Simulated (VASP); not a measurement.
# Cu (P6_3/mmc) in VASP: further runs

Runs on Cu. Level: r2SCAN. Tasks: single point.

Everything below comes from runs of VASP 6.6.1. Logs are shortened: lines on timing, memory, paths and dates and some standing lists are left out, and cuts for length are marked.

### 1 The cell of the first run

The structure is hexagonal, space group P6_3/mmc (No. 194). Conventional cell: a = 2.461 Å, b = 2.461 Å, c = 8.035 Å, α = 90.00°, β = 90.00°, γ = 120.00°. Within 3.2 Å of Cu (site symmetry -3m) lie 12 Cu at 2.46 Å. Within 3.2 Å of Cu (site symmetry -6m2) lie 12 Cu at 2.46 Å.

This isn't the form of Cu at room conditions, which is fcc.

### 2 Single point, r2SCAN (10.54 Å³/atom)

File POSCAR:

```
Cu
1.0
    2.4608919031      0.0000000000      0.0000000000
   -1.2304459515      2.1311949040      0.0000000000
    0.0000000000      0.0000000000      8.0352937651
Cu
4
Direct
    1.0000000000      1.0000000000      1.0000000000
    1.0000000000      1.0000000000      0.5000000000
    0.3333333333      0.6666666667      0.2500000000
    0.6666666667      0.3333333333      0.7500000000
```

File INCAR.step1:

```
SYSTEM = Cu
ALGO = Normal
EDIFF = 1E-4
ENCUT = 520
GGA = PE
ISMEAR = -1
LASPH = .TRUE.
LCHARG = .FALSE.
LREAL = .FALSE.
LWAVE = .TRUE.
NBANDS = 30
NELM = 60
PREC = Accurate
SIGMA = 0.1
```

File INCAR.step2:

```
SYSTEM = Cu
ALGO = Normal
EDIFF = 1E-6
ENCUT = 520
ISIF = 2
ISMEAR = -1
ISTART = 1
LASPH = .TRUE.
LCHARG = .FALSE.
LMIXTAU = .TRUE.
LREAL = .FALSE.
LWAVE = .FALSE.
METAGGA = R2SCAN
NBANDS = 30
NELM = 60
PREC = Accurate
SIGMA = 0.1
```

File KPOINTS:

```
k-points
0
G
  16 16 5
  0 0 0
```

Potentials or basis: VASP PAW PBE potentials, release 64 (Cu).

Launch:

```bash
$ cat potpaw_PBE.64/Cu/POTCAR > POTCAR
$ cp INCAR.step1 INCAR
$ mpirun -np 1 vasp_std > vasp.out
$ cp INCAR.step2 INCAR
$ mpirun -np 1 vasp_std > vasp.out
```

OUTCAR:

```text
SYSTEM = Cu
   EDIFF = 1E-6
   ENCUT = 520
   ISIF = 2
   ISMEAR = -1
   ISTART = 1
   LASPH = .TRUE.
   LREAL = .FALSE.
   METAGGA = R2SCAN
   NELM = 60
   PREC = Accurate

 ion  position               nearest neighbor table
   1  0.000  0.000  0.000-   3 2.46   4 2.46   3 2.46   4 2.46   4 2.46   3 2.46
   2  0.000  0.000  0.500-   3 2.46   4 2.46   3 2.46   4 2.46   4 2.46   3 2.46
   3  0.333  0.667  0.250-   1 2.46   2 2.46   1 2.46   2 2.46   1 2.46   2 2.46
   4  0.667  0.333  0.750-   1 2.46   2 2.46   1 2.46   2 2.46   1 2.46   2 2.46

  LATTYP: Found a hexagonal cell.
 ALAT       =     2.4608919031
 C/A-ratio  =     3.2651957426

  Lattice vectors:

 A1 = (   2.4608919031,   0.0000000000,   0.0000000000)
 A2 = (  -1.2304459515,   2.1311949040,   0.0000000000)
 A3 = (   0.0000000000,   0.0000000000,   8.0352937651)

Analysis of symmetry for initial positions (statically):
=====================================================================
 Subroutine PRICEL returns:
 Original cell was already a primitive cell.

 Routine SETGRP: Setting up the symmetry group for a
 hexagonal supercell.

 Subroutine GETGRP returns: Found 24 space group operations
 (whereof 12 operations were pure point group operations)
 out of a pool of 24 trial point group operations.

The static configuration has the point symmetry D_3d.
 The point group associated with its full space group is D_6h.

Analysis of symmetry for dynamics (positions and initial velocities):
=====================================================================
 Subroutine PRICEL returns:
 Original cell was already a primitive cell.

 Routine SETGRP: Setting up the symmetry group for a
 hexagonal supercell.

 Subroutine GETGRP returns: Found 24 space group operations
 (whereof 12 operations were pure point group operations)
 out of a pool of 24 trial point group operations.

The dynamic configuration has the point symmetry D_3d.
 The point group associated with its full space group is D_6h.

 Subroutine INISYM returns: Found 24 space group operations
 (whereof 12 operations are pure point group operations),
 and found     1 'primitive' translations

----------------------------------------------------------------------------------------

                                     Primitive cell

  volume of cell :      42.1422

  direct lattice vectors                    reciprocal lattice vectors
     2.460891903  0.000000000  0.000000000     0.406356735  0.234610171  0.000000000
    -1.230445951  2.131194904  0.000000000     0.000000000  0.469220341  0.000000000
     0.000000000  0.000000000  8.035293765     0.000000000  0.000000000  0.124450957

  length of vectors
     2.460891903  2.460891903  8.035293765     0.469220341  0.469220341  0.124450957

  position of ions in fractional coordinates (direct lattice)
     0.000000000  0.000000000  0.000000000
     0.000000000  0.000000000  0.500000000
     0.333333333  0.666666667  0.250000000
     0.666666667  0.333333333  0.750000000

  ion indices of the primitive-cell ions
   primitive index   ion index
                 1           1
                 2           2
                 3           3
                 4           4

----------------------------------------------------------------------------------------

 KPOINTS: k-points

Automatic generation of k-mesh.
 Grid dimensions read from file:
 generate k-points for:   16   16    5

 Generating k-lattice:

  Cartesian coordinates                     Fractional coordinates (reciprocal lattice)
     0.025397296  0.014663136  0.000000000     0.062500000  0.000000000  0.000000000
     0.000000000  0.029326271  0.000000000     0.000000000  0.062500000  0.000000000
     0.000000000  0.000000000  0.024890191     0.000000000  0.000000000  0.200000000

  Length of vectors
     0.029326271  0.029326271  0.024890191

  Shift w.r.t. Gamma in fractional coordinates (k-lattice)
     0.000000000  0.000000000  0.000000000

 Subroutine IBZKPT returns following result:
 ===========================================

 Found     90 irreducible k-points:

 Following reciprocal coordinates:
            Coordinates               Weight
  0.000000  0.000000  0.000000      1.000000
  0.062500  0.000000  0.000000      6.000000
  0.125000  0.000000  0.000000      6.000000
  0.187500  0.000000  0.000000      6.000000
  0.250000  0.000000  0.000000      6.000000
  0.312500  0.000000  0.000000      6.000000
[... 16 lines left out ...]
  0.187500  0.187500  0.000000      6.000000
  0.250000  0.187500  0.000000     12.000000
 [... further k-points ...]
   k-points           NKPTS =     90   k-points in BZ     NKDIM =     90   number of bands    NBANDS=     30
   number of dos      NEDOS =    301   number of ions     NIONS =      4
   total plane-waves  NPLWV =  19440
   dimension x,y,z NGX =    18 NGY =   18 NGZ =   60
   dimension x,y,z NGXF=    36 NGYF=   36 NGZF=  120
   ions per type =               4
   NGX,Y,Z   is equivalent  to a cutoff of  12.16, 12.16, 12.41 a.u.
   NGXF,Y,Z  is equivalent  to a cutoff of  24.32, 24.32, 24.83 a.u.
 SYSTEM =  Cu
   PREC   = accura    normal or accurate (medium, high low for compatibility)
   ISTART =      1    job   : 0-new  1-cont  2-samecut
   ICHARG =      0    charge: 1-file 2-atom 10-const
   ISPIN  =      1    spin polarized calculation?
   LNONCOLLINEAR =      F non collinear calculations
   LSORBIT =      F    spin-orbit coupling
   LASPH  =      T    aspherical Exc in radial PAW
   ENCUT  =  520.0 eV  38.22 Ry    6.18 a.u.   4.58  4.58 14.94*2*pi/ulx,y,z
   NELM   =     60;   NELMIN=  2; NELMDL=  0     # of ELM steps
   EDIFF  = 0.1E-05   stopping-criterion for ELM
   LREAL  =      F    real-space projection
   EDIFFG = 0.1E-04   stopping-criterion for IOM
   NSW    =      0    number of steps for IOM
   IBRION =     -1    ionic relax: 0-MD 1-quasi-New 2-CG
   NFREE  =      0    steps in history (QN), initial steepest desc. (CG)
   ISIF   =      2    stress and relaxation
   ISYM   =      2    0-nonsym 1-usesym 2-fastsym
   POTIM  = 0.5000    time-step for ionic-motion
   TEBEG  =    0.0;   TEEND  =   0.0 temperature during run
   PSTRESS=    0.0 pullay stress
   NELECT =      44.0000    total number of electrons
   NUPDOWN=      -1.0000    fix difference up-down
   EMIN   =  10.00;   EMAX   =-10.00  energy-range for DOS
   EFERMI =   0.00;   METHOD = LEGACY
   ISMEAR =    -1;   SIGMA  =   0.10  broadening in eV -4-tet -1-fermi 0-gaus
   EFERMI_NEDOS =   21; number of points for ismear=-14 and -15
   IALGO  =     38    algorithm
   IMIX   =      4    mixing-type and parameters
     AMIX     =   0.40;   BMIX     =  1.00
     AMIX_MAG =   1.60;   BMIX_MAG =  1.00
  volume/ion in A,a.u.               =      10.54        71.10
  Fermi-wavevector in a.u.,A,eV,Ry     =   1.660810  3.138475 37.528803  2.758289
  Thomas-Fermi vector in A             =   2.747982
   LORBIT       =      0    0 simple, 1 ext, 2 COOP (PROOUT), +10 PAW based schemes
   METAGGA = R2SCAN    functional components
   LHFCALC =     F    Hartree Fock is set to
   AEXX    =    0.0000 exact exchange contribution
   IVDW    =     0    specifies the selected vdW correction
   LEPSILON=     F    determine dielectric tensor
   LRPA    =     F    only Hartree local field effects (RPA)
 non-spin polarized calculation
  energy-cutoff  :      520.00
  volume of cell :       42.14
 maximum number of plane-waves:      1156
   NGX =  9   NGY =  9   NGZ = 29

 number of electron      44.0000023 magnetization

 Free energy of the ion-electron system (eV)
  ---------------------------------------------------
  ext. energy  EPLUGINS =         0.00000000
  ---------------------------------------------------
  free energy    TOTEN  =       -43.10874671 eV

  energy without entropy =      -43.06775604  energy(sigma->0) =      -43.08825137

 E-fermi :   8.8614     XC(G=0): -14.5306

 val. band max:        8.8576585649   @ k =   0.1250   0.0000   0.2000
 cond. band min:       8.8682728284   @ k =   0.1875   0.0000   0.4000
 fundamental gap:      0.0106142635
 Fermi energy:         8.8614209103

 k-point     1 :       0.0000    0.0000    0.0000
  band No.  band energies     occupation
      1      -1.7167      2.00000
      2       0.6553      2.00000
      3       0.6614      2.00000
      4       2.9441      2.00000
      5       5.0441      2.00000
      6       5.0507      2.00000
[... 22 lines left out ...]
     29      32.5047      0.00000
     30      33.2795      0.00000

 k-point     2 :       0.0625    0.0000    0.0000
  band No.  band energies     occupation
      1      -1.5740      2.00000
      2       0.7814      2.00000
      3       0.7873      2.00000
      4       3.0293      2.00000
      5       4.9675      2.00000
      6       5.0126      2.00000
[... 22 lines left out ...]
     29      31.4924      0.00000
     30      31.5944      0.00000

 k-point     3 :       0.1250    0.0000    0.0000
  band No.  band energies     occupation
      1      -1.1516      2.00000
      2       1.1460      2.00000
      3       1.1515      2.00000
      4       3.2652      2.00000
      5       4.8046      2.00000
      6       4.9170      2.00000
[... 22 lines left out ...]
     29      28.9961      0.00000
     30      29.0064      0.00000

 k-point     4 :       0.1875    0.0000    0.0000
  band No.  band energies     occupation
      1      -0.4694      2.00000
      2       1.6998      2.00000
      3       1.7048      2.00000
      4       3.5818      2.00000
      5       4.6385      2.00000
      6       4.7682      2.00000
[... 616 lines left out ...]
     29      19.8993      0.00000
     30      20.3257      0.00000

 k-point    23 :       0.1875    0.1875    0.0000
  band No.  band energies     occupation
      1       1.7163      2.00000
      2       3.0846      2.00000
      3       3.0908      2.00000
      4       4.1778      2.00000
      5       4.1847      2.00000
      6       4.3639      2.00000
[... 22 lines left out ...]
     29      22.0361      0.00000
     30      22.4800      0.00000

 k-point    24 :       0.2500    0.1875    0.0000
  band No.  band energies     occupation
      1       2.6524      2.00000
      2       3.4111      2.00000
      3       3.4284      2.00000
      4       4.0653      2.00000
      5       4.1127      2.00000
      6       4.3693      2.00000
[... 22 lines left out ...]
     29      19.7440      0.00000
     30      21.4850      0.00000

 [... further k-points ...]

------------------------ aborting loop because EDIFF is reached ----------------------------------------

  FORCE on cell =-STRESS in cart. coord.  units (eV):
  Direction    XX          YY          ZZ          XY          YZ          ZX
  --------------------------------------------------------------------------------------
  -------------------------------------------------------------------------------------
  Total        4.5883424      4.5883424      4.5999494      0.0000000      0.0000000      0.0000000
  in kB      174.4411482    174.4411482    174.8824285      0.0000000      0.0000000      0.0000000
  external PRESSURE =     174.5882417 kB  Pullay stress =       0.0000000 kB

 VOLUME and BASIS-vectors are now :
 -----------------------------------------------------------------------------
  energy-cutoff  :      520.00
  volume of cell :       42.14
      direct lattice vectors                 reciprocal lattice vectors
     2.460891903  0.000000000  0.000000000     0.406356735  0.234610171  0.000000000
    -1.230445951  2.131194904  0.000000000     0.000000000  0.469220341  0.000000000
     0.000000000  0.000000000  8.035293765     0.000000000  0.000000000  0.124450957

 POSITION                                       TOTAL-FORCE (eV/Angst)
 -----------------------------------------------------------------------------------
      0.00000      0.00000      0.00000        -0.000000      0.000000      0.000000
      0.00000      0.00000      4.01765        -0.000000      0.000000      0.000000
     -0.00000      1.42080      2.00882         0.000000      0.000000      0.000000
      1.23045      0.71040      6.02647        -0.000000     -0.000000     -0.000000
 -----------------------------------------------------------------------------------
    total drift:                                0.000000     -0.000000      0.000000

  FREE ENERGIE OF THE ION-ELECTRON SYSTEM (eV)
  ---------------------------------------------------
  free  energy   TOTEN  =       -43.1087467055 eV

  energy  without entropy=      -43.0677560433  energy(sigma->0) =      -43.08825137
```

It took 9.2 min on 1 thread of Intel Xeon 8259CL, shared host; peak memory 0.22 GiB.

Results:

- Free energy: -43.1087 eV
- Pressure: 17.5 GPa
- Band gap on the k mesh: zero (bands 22 and 23 overlap by 5.83 eV)

Levels at points of the mesh, in eV from the Fermi level:
```tsv
k point	band 19	band 20	band 21	band 22	band 23	band 24	band 25	band 26
(0.00, 0.00, 0.00)	-2.41	-2.21	-2.21	-1.87	-1.87	-1.37	4.63	14.04
(0.50, 0.00, 0.00)	-1.70	-1.68	-0.86	0.30	1.14	1.80	5.50	5.50
```

Caveat: the cell stands under pressure; the PAW data sets were made with another functional, which shifts forces and pressure a little.

### 3 Single point, r2SCAN (10.99 Å³/atom)

This run uses another cell than the first one, of 10.99 Å³/atom.

File POSCAR:

```
Cu
1.0
    2.4960522521      0.0000000000      0.0000000000
   -1.2480261260      2.1616446595      0.0000000000
    0.0000000000      0.0000000000      8.1500991868
Cu
4
Direct
    1.0000000000      1.0000000000      1.0000000000
    1.0000000000      1.0000000000      0.5000000000
    0.3333333333      0.6666666667      0.2500000000
    0.6666666667      0.3333333333      0.7500000000
```

File INCAR.step1:

```
SYSTEM = Cu
PREC = Accurate
ENCUT = 520
ISMEAR = -1
SIGMA = 0.1
LREAL = .FALSE.
LASPH = .TRUE.
NELM = 60
NBANDS = 30
GGA = PE
ALGO = Normal
EDIFF = 1E-4
LWAVE = .TRUE.
LCHARG = .FALSE.
```

File INCAR.step2:

```
SYSTEM = Cu
PREC = Accurate
ENCUT = 520
EDIFF = 1E-6
ISMEAR = -1
SIGMA = 0.1
LREAL = .FALSE.
LASPH = .TRUE.
NELM = 60
ALGO = Normal
ISIF = 2
LWAVE = .FALSE.
LCHARG = .FALSE.
METAGGA = R2SCAN
LMIXTAU = .TRUE.
NBANDS = 30
ISTART = 1
```

File KPOINTS:

```
regular mesh
0
G
  16 16 5
  0 0 0
```

Potentials or basis: VASP PAW PBE potentials, release 64 (Cu).

Launch:

```bash
$ cat potpaw_PBE.64/Cu/POTCAR > POTCAR
$ cp INCAR.step1 INCAR
$ mpirun -np 1 vasp_std > vasp.out
$ cp INCAR.step2 INCAR
$ mpirun -np 1 vasp_std > vasp.out
```

OUTCAR:

```text
SYSTEM = Cu
   PREC = Accurate
   ENCUT = 520
   EDIFF = 1E-6
   ISMEAR = -1
   LREAL = .FALSE.
   LASPH = .TRUE.
   NELM = 60
   ISIF = 2
   METAGGA = R2SCAN
   ISTART = 1

 ion  position               nearest neighbor table
   1  0.000  0.000  0.000-   3 2.50   4 2.50   3 2.50   4 2.50   4 2.50   3 2.50
   2  0.000  0.000  0.500-   3 2.50   4 2.50   3 2.50   4 2.50   4 2.50   3 2.50
   3  0.333  0.667  0.250-   1 2.50   2 2.50   1 2.50   2 2.50   1 2.50   2 2.50
   4  0.667  0.333  0.750-   1 2.50   2 2.50   1 2.50   2 2.50   1 2.50   2 2.50
[... 995 lines left out ...]
  Direction    XX          YY          ZZ          XY          YZ          ZX
  --------------------------------------------------------------------------------------
  -------------------------------------------------------------------------------------
  Total        2.1889409      2.1889409      2.2048246      0.0000000      0.0000000      0.0000000
  in kB       79.7523974     79.7523974     80.3311097      0.0000000      0.0000000      0.0000000
  external PRESSURE =      79.9453015 kB  Pullay stress =       0.0000000 kB

 VOLUME and BASIS-vectors are now :
 -----------------------------------------------------------------------------
  energy-cutoff  :      520.00
  volume of cell :       43.97
      direct lattice vectors                 reciprocal lattice vectors
     2.496052252  0.000000000  0.000000000     0.400632639  0.231305362  0.000000000
    -1.248026126  2.161644659  0.000000000     0.000000000  0.462610724  0.000000000
     0.000000000  0.000000000  8.150099187     0.000000000  0.000000000  0.122697893

 POSITION                                       TOTAL-FORCE (eV/Angst)
 -----------------------------------------------------------------------------------
      0.00000      0.00000      0.00000         0.000000      0.000000     -0.000000
      0.00000      0.00000      4.07505         0.000000      0.000000     -0.000000
     -0.00000      1.44110      2.03752        -0.000000      0.000000     -0.000000
      1.24803      0.72055      6.11257         0.000000     -0.000000      0.000000
 -----------------------------------------------------------------------------------
    total drift:                                0.000000     -0.000000      0.000000

  FREE ENERGIE OF THE ION-ELECTRON SYSTEM (eV)
  ---------------------------------------------------
  free  energy   TOTEN  =       -43.2543343687 eV

  energy  without entropy=      -43.2128058184  energy(sigma->0) =      -43.23357009
```

OSZICAR.step1:

```text
N       E                     dE             d eps       ncg     rms          rms(c)
DAV:   1     0.332750823413E+03    0.33275E+03   -0.19895E+04  5840   0.270E+03
DAV:   2     0.122982998345E+02   -0.32045E+03   -0.30823E+03  5400   0.394E+02
DAV:   3    -0.176920575957E+02   -0.29990E+02   -0.28593E+02  5992   0.167E+02
DAV:   4    -0.184620236148E+02   -0.76997E+00   -0.76852E+00  6250   0.360E+01
DAV:   5    -0.184729492025E+02   -0.10926E-01   -0.10925E-01  6878   0.422E+00    0.156E+01
DAV:   6    -0.159342866359E+02    0.25387E+01   -0.27660E+01  6078   0.114E+02    0.690E+00
DAV:   7    -0.147830821933E+02    0.11512E+01   -0.49535E+00  6198   0.467E+01    0.106E+00
DAV:   8    -0.147432706981E+02    0.39811E-01   -0.89546E-02  7038   0.360E+00    0.733E-01
DAV:   9    -0.147335541521E+02    0.97165E-02   -0.15551E-02  6330   0.271E+00    0.499E-02
DAV:  10    -0.147336217838E+02   -0.67632E-04   -0.10923E-03  7692   0.434E-01    0.205E-02
DAV:  11    -0.147336224360E+02   -0.65222E-06   -0.47170E-05  3678   0.256E-01
   1 F= -.14733622E+02 E0= -.14712014E+02  d E =-.432168E-01
```

Wall time 9.9 min (1 thread of Intel Xeon 8259CL, shared host); peak memory 0.23 GiB.

Results:

```
Free energy            : -43.2543 eV
Pressure               : 8.0 GPa
Band gap on the k mesh : zero (bands 22 and 23 overlap by 5.68 eV)
```

Caveat: the cell stands under pressure; the PAW data sets were made with another functional, which shifts forces and pressure a little.

[end of part 1 of 2]
